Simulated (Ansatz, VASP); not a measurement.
Zr: VASP beside Ansatz

INCAR

```
ALGO = Normal
EDIFF = 1E-6
ENCUT = 520
GGA = PE
ISIF = 2
ISMEAR = 0
LASPH = True
LCHARG = False
LREAL = False
LWAVE = False
NBANDS = 12
NELM = 60
PREC = Accurate
SIGMA = 0.1
```

Contents of KPOINTS:

```
k-points
0
Gamma
  16 16 16
```

The input POSCAR:

```
Zr
1.0
    0.0000000000      2.1894922500      2.1894922500
    2.1894922500      0.0000000000      2.1894922500
    2.1894922500      2.1894922500      0.0000000000
Zr
1
Direct
    0.0000000000      0.0000000000      0.0000000000
```

Input for Ansatz:

```yaml
crystal:
  lattice:
    - [0.0, 2.18949225, 2.18949225]
    - [2.18949225, 0.0, 2.18949225]
    - [2.18949225, 2.18949225, 0.0]
  atoms:
    - { symbol: Zr, position: [0.0, 0.0, 0.0] }
basis:
  ecutwfc: 420
kpoints:
  mp_grid: { grid: [16, 16, 16] }
hamiltonian:
  xc: pbe
scf:
  occupations: { method: gaussian, width: 0.1 }
output:
  forces: true
  stress: true
  eigenvalues: true
```

Alike in both runs: task single point; functional PBE; k mesh 16 × 16 × 16; occupations gaussian, width 0.1 eV; no spin polarisation.

|  | VASP | Ansatz |
| --- | --- | --- |
| version | VASP 6.6.1 | Ansatz 0.2.0 |
| potentials or method | VASP PAW PBE potentials, release 64 (Zr_sv), cutoff 520 eV | scalar-relativistic, plane waves, PAW |
| valence electrons in the cell | 12 | 12 |

```csv
,VASP,Ansatz,Ansatz less VASP
gap on the k mesh at the Fermi level (eV),none,none,-
pressure (GPa),10.6,10.6,-0.04
```

A gap of «none» marks a metal or a gap that the smearing closes. The functional is the same, so the differences come from potentials, cutoffs and numerics.
